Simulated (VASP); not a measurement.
# GaBiSe4 (P2/m) in VASP: further runs

GaBiSe4 is run at these levels: PBE; tasks: single point.

All numbers are computed with VASP 6.6.1; they aren't measurements. Logs are shortened: lines on timing, memory, paths and dates and some standing lists are left out, and cuts for length are marked.

### 1 The cell of the first run

The structure is monoclinic, space group P2/m (No. 10). Conventional cell: a = 6.046 Å, b = 3.859 Å, c = 7.187 Å, α = 90.00°, β = 99.56°, γ = 90.00°. Within 3.4 Å of Ga (site symmetry 2/m) lie 6 Se at 2.56 to 3.06 Å. Within 3.9 Å of Bi (site symmetry 2/m) lie 6 Se at 2.89 to 3.03 Å and 2 Bi at 3.86 Å. Within 3.1 Å of Se (site symmetry m) lie 1 Se at 2.38 Å and 2 Bi at 3.03 Å and 1 Ga at 3.06 Å. Se (site symmetry m) has 2 Ga at 2.56 Å and 1 Bi at 2.89 Å and 2 Se at 3.36 to 3.50 Å within 3.6 Å.

### 2 Single point, PBE

The input, INCAR:

```
ALGO = Normal
EDIFF = 1E-6
ENCUT = 500
GGA = PE
GGA_COMPAT = F
ISIF = 2
ISMEAR = 0
LASPH = T
LCHARG = F
LREAL = F
LWAVE = F
NBANDS = 35
NELM = 120
PREC = Accurate
SIGMA = 0.1
```

The input, KPOINTS:

```
k-points
0
Gamma
  6 8 6
```

The input, POSCAR:

```
GaBiSe4
1.0
    6.0381652787      0.0000000000     -0.3011449841
    0.0000000000      3.8585160639      0.0000000000
   -0.8385707428      0.0000000000      7.1381358307
Ga Bi Se
1 1 4
Direct
    0.0000000000      0.0000000000      0.0000000000
    0.5000000000      0.5000000000      0.5000000000
    0.1621065551      0.0000000000      0.6190913424
    0.8378934449      0.0000000000      0.3809086576
    0.2660083931      0.5000000000      0.1147987307
    0.7339916069      0.5000000000      0.8852012693
```

Potentials or basis: VASP PAW PBE potentials, release 64 (Ga_d, Bi_d, Se).

The run is started by

```console
cat potpaw_PBE.64/Ga_d/POTCAR potpaw_PBE.64/Bi_d/POTCAR potpaw_PBE.64/Se/POTCAR > POTCAR
mpirun -np 1 vasp_std > vasp.out
```

OUTCAR:

```text
EDIFF = 1E-6
   ENCUT = 500
   GGA = PE
   ISIF = 2
   ISMEAR = 0
   LASPH = T
   LREAL = F
   NELM = 120
   PREC = Accurate

 ion  position               nearest neighbor table
   1  0.000  0.000  0.000-   5 2.56   6 2.56   5 2.56   6 2.56
   2  0.500  0.500  0.500-   5 2.89   6 2.89   3 3.03   4 3.03   3 3.03   4 3.03
   3  0.162  0.000  0.619-   4 2.38   2 3.03   2 3.03
   4  0.838  0.000  0.381-   3 2.38   2 3.03   2 3.03
   5  0.266  0.500  0.115-   1 2.56   1 2.56   2 2.89
   6  0.734  0.500  0.885-   1 2.56   1 2.56   2 2.89

  LATTYP: Found a simple monoclinic cell.
 ALAT       =     6.0456702056
 B/A-ratio  =     0.6382280099
 C/A-ratio  =     1.1888216561
 COS(beta)  =    -0.1660018320

  Lattice vectors:

 A1 = (   6.0381652787,   0.0000000000,  -0.3011449841)
 A2 = (   0.0000000000,   3.8585160639,   0.0000000000)
 A3 = (  -0.8385707428,   0.0000000000,   7.1381358307)

Analysis of symmetry for initial positions (statically):
=====================================================================
 Subroutine PRICEL returns:
 Original cell was already a primitive cell.

 Routine SETGRP: Setting up the symmetry group for a
 simple monoclinic supercell.

 Subroutine GETGRP returns: Found  4 space group operations
 (whereof  4 operations were pure point group operations)
 out of a pool of  4 trial point group operations.

The static configuration has the point symmetry C_2h.

Analysis of symmetry for dynamics (positions and initial velocities):
=====================================================================
 Subroutine PRICEL returns:
 Original cell was already a primitive cell.

 Routine SETGRP: Setting up the symmetry group for a
 simple monoclinic supercell.

 Subroutine GETGRP returns: Found  4 space group operations
 (whereof  4 operations were pure point group operations)
 out of a pool of  4 trial point group operations.

The dynamic configuration has the point symmetry C_2h.

 Subroutine INISYM returns: Found  4 space group operations
 (whereof  4 operations are pure point group operations),
 and found     1 'primitive' translations

----------------------------------------------------------------------------------------

                                     Primitive cell

[... 98 lines left out ...]
   EDIFF  = 0.1E-05   stopping-criterion for ELM
   LREAL  =      F    real-space projection
   EDIFFG = 0.1E-04   stopping-criterion for IOM
   NSW    =      0    number of steps for IOM
   IBRION =     -1    ionic relax: 0-MD 1-quasi-New 2-CG
   NFREE  =      0    steps in history (QN), initial steepest desc. (CG)
   ISIF   =      2    stress and relaxation
   ISYM   =      2    0-nonsym 1-usesym 2-fastsym
   POTIM  = 0.5000    time-step for ionic-motion
   TEBEG  =    0.0;   TEEND  =   0.0 temperature during run
   PSTRESS=    0.0 pullay stress
   NELECT =      52.0000    total number of electrons
   NUPDOWN=      -1.0000    fix difference up-down
   EMIN   =  10.00;   EMAX   =-10.00  energy-range for DOS
   EFERMI =   0.00;   METHOD = LEGACY
   ISMEAR =     0;   SIGMA  =   0.10  broadening in eV -4-tet -1-fermi 0-gaus
   EFERMI_NEDOS =   21; number of points for ismear=-14 and -15
   IALGO  =     38    algorithm
   IMIX   =      4    mixing-type and parameters
     AMIX     =   0.40;   BMIX     =  1.00
     AMIX_MAG =   1.60;   BMIX_MAG =  1.00
  volume/ion in A,a.u.               =      27.56       185.95
  Fermi-wavevector in a.u.,A,eV,Ry     =   1.113328  2.103885 16.864420  1.239500
  Thomas-Fermi vector in A             =   2.249912
   LORBIT       =      0    0 simple, 1 ext, 2 COOP (PROOUT), +10 PAW based schemes
   GGA     = PE    functional components
   LHFCALC =     F    Hartree Fock is set to
   AEXX    =    0.0000 exact exchange contribution
   IVDW    =     0    specifies the selected vdW correction
   LEPSILON=     F    determine dielectric tensor
   LRPA    =     F    only Hartree local field effects (RPA)
 non-spin polarized calculation
 Gauss-broadening in eV      SIGMA  =   0.10
  energy-cutoff  :      500.00
  volume of cell :      165.33
 maximum number of plane-waves:      4220
 NGX is ok and might be reduce to    48
   NGX = 23   NGY = 15   NGZ = 27

 number of electron      51.9999982 magnetization

 Free energy of the ion-electron system (eV)
  ---------------------------------------------------
  ext. energy  EPLUGINS =         0.00000000
  ---------------------------------------------------
  free energy    TOTEN  =       -22.01327211 eV

  energy without entropy =      -22.00503260  energy(sigma->0) =      -22.00915236

 E-fermi :   3.5632     XC(G=0):  -9.1597

 val. band max:        3.5409128028   @ k =   0.1667   0.1250   0.5000
 cond. band min:       3.5685486814   @ k =   0.0000   0.0000   0.3333
 fundamental gap:      0.0276358785
 Fermi energy:         3.5631833390

 k-point     1 :       0.0000    0.0000    0.0000
  band No.  band energies     occupation
      1     -19.6278      2.00000
      2     -19.5884      2.00000
      3     -19.5668      2.00000
      4     -19.5665      2.00000
      5     -19.5531      2.00000
      6     -11.5645      2.00000
[... 901 lines left out ...]
     34       9.3615      0.00000
     35       9.5244      0.00000

 [... further k-points ...]

------------------------ aborting loop because EDIFF is reached ----------------------------------------

  FORCE on cell =-STRESS in cart. coord.  units (eV):
  Direction    XX          YY          ZZ          XY          YZ          ZX
  --------------------------------------------------------------------------------------
  -------------------------------------------------------------------------------------
  Total        0.0715686      0.0321805      0.0361068      0.0000000      0.0000000      0.0448937
  in kB        0.6935456      0.3118500      0.3498984      0.0000000      0.0000000      0.4350483
  external PRESSURE =       0.4517647 kB  Pullay stress =       0.0000000 kB

 VOLUME and BASIS-vectors are now :
 -----------------------------------------------------------------------------
  energy-cutoff  :      500.00
  volume of cell :      165.33
      direct lattice vectors                 reciprocal lattice vectors
     6.038165279  0.000000000 -0.301144984     0.166589272  0.000000000  0.019570500
     0.000000000  3.858516064  0.000000000     0.000000000  0.259166992  0.000000000
    -0.838570743  0.000000000  7.138135831     0.007028099  0.000000000  0.140918243

 POSITION                                       TOTAL-FORCE (eV/Angst)
 -----------------------------------------------------------------------------------
      0.00000      0.00000      0.00000         0.000000      0.000000      0.000000
      2.59980      1.92926      3.41850        -0.000000      0.000000      0.000000
      0.45967      0.00000      4.37034         0.008189      0.000000      0.007983
      4.73992      0.00000      2.46665        -0.008189      0.000000     -0.007983
      1.50994      1.92926      0.73934         0.013803     -0.000000      0.002728
      3.68966      1.92926      6.09765        -0.013803      0.000000     -0.002728
 -----------------------------------------------------------------------------------
    total drift:                                0.000000     -0.000000     -0.000000

  FREE ENERGIE OF THE ION-ELECTRON SYSTEM (eV)
  ---------------------------------------------------
  free  energy   TOTEN  =       -22.0132721128 eV

  energy  without entropy=      -22.0050325986  energy(sigma->0) =      -22.00915236
```

It took 14 min on 1 thread of Intel Xeon 8259CL, shared host; peak memory 0.62 GiB.

Results:

```
Free energy            : -22.0133 eV
Pressure               : 0.0 GPa
Largest force          : 0.014 eV/Å
Band gap on the k mesh : zero (bands 26 and 27 overlap by 0.18 eV)
```

Forces on the atoms (eV/Å):
```
Ga   0.000  0.000  0.000
Bi   0.000  0.000  0.000
Se   0.008  0.000  0.008
Se  -0.008  0.000 -0.008
Se   0.014  0.000  0.003
Se  -0.014  0.000 -0.003
```

Caveat: spin-orbit coupling is left out, which moves the levels of the heavy elements.

### 3 Single point, PBE

This run uses another cell than the first one, of 27.88 Å³/atom.

The input, INCAR:

```
SYSTEM = GaBiSe4
PREC = Accurate
ENCUT = 500
EDIFF = 1E-6
ISMEAR = 0
SIGMA = 0.1
LREAL = .False.
LASPH = .True.
NELM = 120
ALGO = Normal
ISIF = 2
LWAVE = .False.
LCHARG = .False.
GGA = PE
NBANDS = 35
GGA_COMPAT = .False.
```

The input, KPOINTS:

```
regular mesh
0
Gamma
  6 8 6
  0 0 0
```

The input, POSCAR:

```
GaBiSe4
1.0
    5.6229749187      0.0000000000     -0.0166879828
    0.0000000000      4.2189301088      0.0000000000
   -2.1636430835      0.0000000000      7.0581200969
Ga Bi Se
1 1 4
Direct
    0.0000000000      0.0000000000      0.0000000000
    0.0000000000      0.5000000000      0.5000000000
    0.2795059675      0.5000000000      0.9220367986
    0.7204940325      0.5000000000      0.0779632014
    0.7544643323      0.0000000000      0.6637120991
    0.2455356677      0.0000000000      0.3362879009
```

Potentials or basis: VASP PAW PBE potentials, release 64 (Ga_d, Bi_d, Se).

The run is started by

```console
cat potpaw_PBE.64/Ga_d/POTCAR potpaw_PBE.64/Bi_d/POTCAR potpaw_PBE.64/Se/POTCAR > POTCAR
mpirun -np 1 vasp_std > vasp.out
```

Wall time 12 min (1 thread of Intel Xeon 8259CL, shared host); peak memory 0.62 GiB.

The run converged. Its results:

```yaml
Free_energy: -22.2725 eV
Pressure: 0.0 GPa
Largest_force: 0.014 eV/Å
Band_gap_on_the_k_mesh: zero (bands 26 and 27 overlap by 0.64 eV)
```

Forces on the atoms (eV/Å):
```
Ga   0.000  0.000  0.000
Bi   0.000  0.000  0.000
Se  -0.010  0.000 -0.009
Se   0.010  0.000  0.009
Se  -0.007  0.000 -0.009
Se   0.007  0.000  0.009
```

Levels at points of the mesh, in eV from the Fermi level:
| k point | band 24 | band 25 | band 26 | band 27 | band 28 | band 29 |
| --- | --- | --- | --- | --- | --- | --- |
| (0.00, 0.00, 0.00) | -0.99 | -0.95 | -0.44 | 0.77 | 1.14 | 1.42 |
| (0.50, 0.00, 0.00) | -1.33 | -1.08 | -0.96 | 0.64 | 1.56 | 2.09 |
| (0.00, 0.50, 0.00) | -2.21 | -0.65 | -0.48 | 0.61 | 1.07 | 2.76 |
| (0.50, 0.50, 0.00) | -0.87 | -0.52 | 0.19 | 0.79 | 2.53 | 2.81 |
| (0.00, 0.00, 0.50) | -0.63 | -0.53 | -0.47 | 1.72 | 1.88 | 2.07 |
| (0.50, 0.00, 0.50) | -1.01 | -0.70 | -0.31 | 0.23 | 0.47 | 1.80 |
| (0.00, 0.50, 0.50) | -1.64 | -1.38 | -1.32 | 1.38 | 1.63 | 1.76 |
| (0.50, 0.50, 0.50) | -1.18 | -0.99 | -0.53 | -0.45 | 2.01 | 2.26 |

Caveat: spin-orbit coupling is left out, which moves the levels of the heavy elements.
